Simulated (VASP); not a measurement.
# CuO (Cc) in VASP: a series of runs

Runs on CuO. Level: PBE. Tasks: single point.

Program: VASP 6.6.1. These are calculated values, not measurements. Logs are shortened: lines on timing, memory, paths and dates and some standing lists are left out, and cuts for length are marked.

## 1. The cell of the first run

The structure is monoclinic, space group Cc (No. 9). Conventional cell: a = 4.689 Å, b = 3.427 Å, c = 5.132 Å, α = 90.00°, β = 99.65°, γ = 90.00°. Within 2.5 Å of Cu (site symmetry 1) lie 4 O at 1.91 to 2.02 Å. Within 2.5 Å of O (site symmetry 1) lie 4 Cu at 1.91 to 2.02 Å.

## 2. Single point, PBE, collinear spin

INCAR reads:

```
SYSTEM = CuO
ALGO = Normal
EDIFF = 1E-6
ENCUT = 820
GGA = PE
GGA_COMPAT = .FALSE.
ISIF = 2
ISMEAR = -1
ISPIN = 2
LASPH = .TRUE.
LCHARG = .FALSE.
LMAXMIX = 4
LORBIT = 11
LREAL = .FALSE.
LWAVE = .FALSE.
MAGMOM = 0.45 0.45 0 0
NBANDS = 37
NELM = 200
NUPDOWN = 0.9
PREC = Accurate
SIGMA = 0.03
```

KPOINTS reads:

```
k-points
0
G
  7 7 4
  0 0 0
```

POSCAR reads:

```
CuO
1.0
    2.3446500000     -1.7134000000      0.0000000000
    2.3446500000      1.7134000000      0.0000000000
   -0.8605500000      0.0000000000      5.0594400000
Cu O
2 2
Direct
    0.0032000000      0.4968000000      0.0000000000
    0.4968000000      0.0032000000      0.5000000000
    0.5714000000      0.4056000000      0.2537000000
    0.4056000000      0.5714000000      0.7537000000
```

Potentials or basis: VASP PAW PBE potentials, release 64 (Cu_sv_GW, O).

Command:

```
$ cat potpaw_PBE.64/Cu_sv_GW/POTCAR potpaw_PBE.64/O/POTCAR > POTCAR
$ mpirun -np 1 vasp_std > vasp.out
```

OUTCAR:

```text
SYSTEM = CuO
   EDIFF = 1E-6
   ENCUT = 820
   GGA = PE
   ISIF = 2
   ISMEAR = -1
   ISPIN = 2
   LASPH = .TRUE.
   LORBIT = 11
   LREAL = .FALSE.
   NELM = 200
   NUPDOWN = 0.9
   PREC = Accurate

 ion  position               nearest neighbor table
   1  0.003  0.497  0.000-   4 1.91   3 1.93   4 1.98   3 2.02
   2  0.497  0.003  0.500-   3 1.91   4 1.93   3 1.98   4 2.02
   3  0.571  0.406  0.254-   2 1.91   1 1.93   2 1.98   1 2.02
   4  0.406  0.571  0.754-   1 1.91   2 1.93   1 1.98   2 2.02

  LATTYP: Found a base centered monoclinic cell.
 ALAT       =     4.6893000000
 B/A-ratio  =     0.7307700510
 C/A-ratio  =     1.0944283424
 COS(beta)  =    -0.1676798048

  Lattice vectors:

 A1 = (   2.3446500000,  -1.7134000000,   0.0000000000)
 A2 = (   2.3446500000,   1.7134000000,   0.0000000000)
 A3 = (  -0.8605500000,   0.0000000000,   5.0594400000)

Analysis of symmetry for initial positions (statically):
=====================================================================
 Subroutine PRICEL returns:
 Original cell was already a primitive cell.

 Routine SETGRP: Setting up the symmetry group for a
 base centered monoclinic supercell.

 Subroutine GETGRP returns: Found  2 space group operations
 (whereof  1 operations were pure point group operations)
 out of a pool of  4 trial point group operations.

The static configuration has the point symmetry C_1 .
 The point group associated with its full space group is C_1h.

Analysis of symmetry for dynamics (positions and initial velocities):
=====================================================================
 Subroutine PRICEL returns:
 Original cell was already a primitive cell.

 Routine SETGRP: Setting up the symmetry group for a
 base centered monoclinic supercell.

 Subroutine GETGRP returns: Found  2 space group operations
 (whereof  1 operations were pure point group operations)
 out of a pool of  4 trial point group operations.

The dynamic configuration has the point symmetry C_1 .
 The point group associated with its full space group is C_1h.

Analysis of structural, dynamic, and magnetic symmetry:
=====================================================================
 Subroutine PRICEL returns:
 Original cell was already a primitive cell.

 Routine SETGRP: Setting up the symmetry group for a
 base centered monoclinic supercell.

 Subroutine GETGRP returns: Found  2 space group operations
 (whereof  1 operations were pure point group operations)
 out of a pool of  4 trial point group operations.

The overall configuration has the point symmetry C_1 .
 The point group associated with its full space group is C_1h.

 Subroutine INISYM returns: Found  2 space group operations
 (whereof  1 operations are pure point group operations),
 and found     1 'primitive' translations

----------------------------------------------------------------------------------------

                                     Primitive cell

  volume of cell :      40.6508

  direct lattice vectors                    reciprocal lattice vectors
     2.344650000 -1.713400000  0.000000000     0.213251445 -0.291817439  0.036271510
     2.344650000  1.713400000  0.000000000     0.213251445  0.291817439  0.036271510
    -0.860550000  0.000000000  5.059440000     0.000000000  0.000000000  0.197650333

  length of vectors
     2.903984019  2.903984019  5.132102826     0.363248151  0.363248151  0.197650333

  position of ions in fractional coordinates (direct lattice)
     0.003200000  0.496800000  0.000000000
     0.496800000  0.003200000  0.500000000
     0.571400000  0.405600000  0.253700000
     0.405600000  0.571400000  0.753700000

  ion indices of the primitive-cell ions
   primitive index   ion index
                 1           1
                 2           2
                 3           3
                 4           4

----------------------------------------------------------------------------------------

 KPOINTS: k-points

Automatic generation of k-mesh.
 Grid dimensions read from file:
 generate k-points for:    7    7    4

 Generating k-lattice:

  Cartesian coordinates                     Fractional coordinates (reciprocal lattice)
     0.030464492 -0.041688206  0.005181644     0.142857143 -0.000000000  0.000000000
     0.030464492  0.041688206  0.005181644    -0.000000000  0.142857143  0.000000000
     0.000000000  0.000000000  0.049412583     0.000000000  0.000000000  0.250000000

  Length of vectors
     0.051892593  0.051892593  0.049412583

  Shift w.r.t. Gamma in fractional coordinates (k-lattice)
     0.000000000  0.000000000  0.000000000

 Subroutine IBZKPT returns following result:
 ===========================================

 Found     60 irreducible k-points:

 Following reciprocal coordinates:
            Coordinates               Weight
  0.000000  0.000000  0.000000      1.000000
  0.142857  0.000000 -0.000000      4.000000
  0.285714  0.000000 -0.000000      4.000000
  0.428571  0.000000  0.000000      4.000000
  0.142857  0.142857 -0.000000      2.000000
  0.285714  0.142857  0.000000      4.000000
[... 16 lines left out ...]
 -0.142857  0.000000  0.250000      4.000000
  0.142857  0.142857  0.250000      2.000000
 [... further k-points ...]
   k-points           NKPTS =     60   k-points in BZ     NKDIM =     60   number of bands    NBANDS=     37
   number of dos      NEDOS =    301   number of ions     NIONS =      4
   total plane-waves  NPLWV =  37632
   dimension x,y,z NGX =    28 NGY =   28 NGZ =   48
   dimension x,y,z NGXF=    56 NGYF=   56 NGZF=   96
   ions per type =               2   2
   NGX,Y,Z   is equivalent  to a cutoff of  16.03, 16.03, 15.55 a.u.
   NGXF,Y,Z  is equivalent  to a cutoff of  32.06, 32.06, 31.10 a.u.
 SYSTEM =  CuO
   PREC   = accura    normal or accurate (medium, high low for compatibility)
   ISTART =      0    job   : 0-new  1-cont  2-samecut
   ICHARG =      2    charge: 1-file 2-atom 10-const
   ISPIN  =      2    spin polarized calculation?
   LNONCOLLINEAR =      F non collinear calculations
   LSORBIT =      F    spin-orbit coupling
   LASPH  =      T    aspherical Exc in radial PAW
   ENCUT  =  820.0 eV  60.27 Ry    7.76 a.u.   6.78  6.78 11.98*2*pi/ulx,y,z
   NELM   =    200;   NELMIN=  2; NELMDL= -5     # of ELM steps
   EDIFF  = 0.1E-05   stopping-criterion for ELM
   LREAL  =      F    real-space projection
   EDIFFG = 0.1E-04   stopping-criterion for IOM
   NSW    =      0    number of steps for IOM
   IBRION =     -1    ionic relax: 0-MD 1-quasi-New 2-CG
   NFREE  =      0    steps in history (QN), initial steepest desc. (CG)
   ISIF   =      2    stress and relaxation
   ISYM   =      2    0-nonsym 1-usesym 2-fastsym
   POTIM  = 0.5000    time-step for ionic-motion
   TEBEG  =    0.0;   TEEND  =   0.0 temperature during run
   PSTRESS=    0.0 pullay stress
   NELECT =      50.0000    total number of electrons
   NUPDOWN=       0.9000    fix difference up-down
   EMIN   =  10.00;   EMAX   =-10.00  energy-range for DOS
   EFERMI =   0.00;   METHOD = LEGACY
   ISMEAR =    -1;   SIGMA  =   0.03  broadening in eV -4-tet -1-fermi 0-gaus
   EFERMI_NEDOS =   21; number of points for ismear=-14 and -15
   IALGO  =     38    algorithm
   IMIX   =      4    mixing-type and parameters
     AMIX     =   0.40;   BMIX     =  1.00
     AMIX_MAG =   1.60;   BMIX_MAG =  1.00
  volume/ion in A,a.u.               =      10.16        68.58
  Fermi-wavevector in a.u.,A,eV,Ry     =   1.754049  3.314672 41.860887  3.076688
  Thomas-Fermi vector in A             =   2.824066
   LORBIT       =     11    0 simple, 1 ext, 2 COOP (PROOUT), +10 PAW based schemes
   GGA     = PE    functional components
   LHFCALC =     F    Hartree Fock is set to
   AEXX    =    0.0000 exact exchange contribution
   IVDW    =     0    specifies the selected vdW correction
   LEPSILON=     F    determine dielectric tensor
   LRPA    =     F    only Hartree local field effects (RPA)
 spin polarized calculation
  energy-cutoff  :      820.00
  volume of cell :       40.65
 maximum number of plane-waves:      2180
   NGX = 13   NGY = 13   NGZ = 23

 number of electron      49.9999991 magnetization       0.9000000

 Free energy of the ion-electron system (eV)
  ---------------------------------------------------
  ext. energy  EPLUGINS =         0.00000000
  ---------------------------------------------------
  free energy    TOTEN  =       -19.58845510 eV

  energy without entropy =      -19.57973610  energy(sigma->0) =      -19.58409560

 E-fermi :   5.5859     XC(G=0): -12.2684

 val. band max:        5.7838522540   @ k =  -0.2857  -0.2857   0.2500
 cond. band min:       5.5876143148   @ k =  -0.2857   0.2857   0.5000
 fundamental gap:     -0.1962379391
 Fermi energy:         5.7975145803

 spin component 1

 k-point     1 :       0.0000    0.0000    0.0000
  band No.  band energies     occupation
      1    -107.1285      1.00000
      2    -107.1279      1.00000
      3     -64.7112      1.00000
      4     -64.7101      1.00000
      5     -64.6673      1.00000
      6     -64.6598      1.00000
[... 29 lines left out ...]
     36      24.2655      0.00000
     37      26.1613      0.00000

 k-point     2 :       0.1429    0.0000   -0.0000
  band No.  band energies     occupation
      1    -107.1284      1.00000
      2    -107.1278      1.00000
      3     -64.7128      1.00000
      4     -64.7106      1.00000
      5     -64.6671      1.00000
      6     -64.6602      1.00000
[... 29 lines left out ...]
     36      24.3411      0.00000
     37      26.6775      0.00000
[... 838 lines left out ...]
     36      25.0513      0.00000
     37      25.3322      0.00000

 k-point    24 :       0.1429    0.1429    0.2500
  band No.  band energies     occupation
      1    -107.1282      1.00000
      2    -107.1279      1.00000
      3     -64.7134      1.00000
      4     -64.7120      1.00000
      5     -64.6666      1.00000
      6     -64.6614      1.00000
[... 29 lines left out ...]
     36      23.9666      0.00000
     37      25.8066      0.00000

 [... further k-points ...]

 spin component 2

 k-point     1 :       0.0000    0.0000    0.0000
  band No.  band energies     occupation
      1    -106.7489      1.00000
      2    -106.7484      1.00000
      3     -64.2353      1.00000
      4     -64.2351      1.00000
      5     -64.2087      1.00000
      6     -64.2004      1.00000
[... 29 lines left out ...]
     36      24.3354      0.00000
     37      26.3360      0.00000

 k-point     2 :       0.1429    0.0000   -0.0000
  band No.  band energies     occupation
      1    -106.7488      1.00000
      2    -106.7482      1.00000
      3     -64.2375      1.00000
      4     -64.2354      1.00000
      5     -64.2083      1.00000
      6     -64.2007      1.00000
[... 29 lines left out ...]
     36      24.3905      0.00000
     37      26.6886      0.00000
[... 838 lines left out ...]
     36      25.1183      0.00000
     37      25.3781      0.00000

 k-point    24 :       0.1429    0.1429    0.2500
  band No.  band energies     occupation
      1    -106.7487      1.00000
      2    -106.7483      1.00000
      3     -64.2378      1.00000
      4     -64.2377      1.00000
      5     -64.2066      1.00000
      6     -64.2026      1.00000
[... 29 lines left out ...]
     36      24.0009      0.00000
     37      25.8885      0.00000

 [... further k-points ...]

------------------------ aborting loop because EDIFF is reached ----------------------------------------

  FORCE on cell =-STRESS in cart. coord.  units (eV):
  Direction    XX          YY          ZZ          XY          YZ          ZX
  --------------------------------------------------------------------------------------
  -------------------------------------------------------------------------------------
  Total        1.2163606      1.6226274      1.3110706      0.0000000      0.0000000     -0.2360761
  in kB       47.9406241     63.9528894     51.6734460      0.0000000      0.0000000     -9.3045064
  external PRESSURE =      54.5223198 kB  Pullay stress =       0.0000000 kB

 VOLUME and BASIS-vectors are now :
 -----------------------------------------------------------------------------
  energy-cutoff  :      820.00
  volume of cell :       40.65
      direct lattice vectors                 reciprocal lattice vectors
     2.344650000 -1.713400000  0.000000000     0.213251445 -0.291817439  0.036271510
     2.344650000  1.713400000  0.000000000     0.213251445  0.291817439  0.036271510
    -0.860550000  0.000000000  5.059440000     0.000000000  0.000000000  0.197650333

 POSITION                                       TOTAL-FORCE (eV/Angst)
 -----------------------------------------------------------------------------------
      1.17233      0.84573      0.00000        -0.667981      0.328800      0.259531
      0.74205     -0.84573      2.52972        -0.667981     -0.328800      0.259531
      2.07240     -0.28408      1.28358         0.667981      0.262129     -0.259531
      1.64213      0.28408      3.81330         0.667981     -0.262129     -0.259531
 -----------------------------------------------------------------------------------
    total drift:                               -0.000642      0.000000     -0.000481

  FREE ENERGIE OF THE ION-ELECTRON SYSTEM (eV)
  ---------------------------------------------------
  free  energy   TOTEN  =       -19.5884550995 eV

  energy  without entropy=      -19.5797360988  energy(sigma->0) =      -19.58409560

 total charge

# of ion       s       p       d       f       tot
--------------------------------------------------
    1        2.242   6.364   8.857   0.013  17.475
    2        2.242   6.364   8.857   0.013  17.475
    3        1.570   3.396   0.000   0.000   4.965
    4        1.570   3.396   0.000   0.000   4.965
--------------------------------------------------
tot          7.623  19.520  17.713   0.026  44.882

 magnetization (x)

# of ion       s       p       d       f       tot
--------------------------------------------------
    1       -0.001   0.002   0.286   0.000   0.288
    2       -0.001   0.002   0.286   0.000   0.288
    3        0.009   0.140   0.000   0.000   0.149
    4        0.009   0.140   0.000   0.000   0.149
--------------------------------------------------
tot          0.015   0.285   0.573   0.001   0.874
```

Run time: 5.7 min. Hardware: 1 thread of Intel Xeon Platinum 8259CL at 2.50GHz (Skylake/Cascade Lake), shared host; peak memory 0.41 GiB.

What came out:

```yaml
Free_energy: -19.5885 eV
Pressure: 5.5 GPa
Largest_force: 0.788 eV/Å
Net_moment: 0.90 μB per cell
Site_moments: Cu +0.29; O +0.15 μB
Valence_electrons_inside_the_program's_atomic_spheres: Cu 17.48; O 4.96
```

Forces in eV/Å, atoms in the order of the input:
```
Cu  -0.668  0.329  0.260
Cu  -0.668 -0.329  0.260
O    0.668  0.262 -0.260
O    0.668 -0.262 -0.260
```

Stress tensor (GPa, compression positive):
```
 4.79  0.00 -0.93
 0.00  6.40  0.00
-0.93  0.00  5.17
```

Caveat: the cell stands under pressure; the total moment is fixed, so each spin has its own Fermi level and the state may be an excited one.

(Part 1 of 2 ends here.)
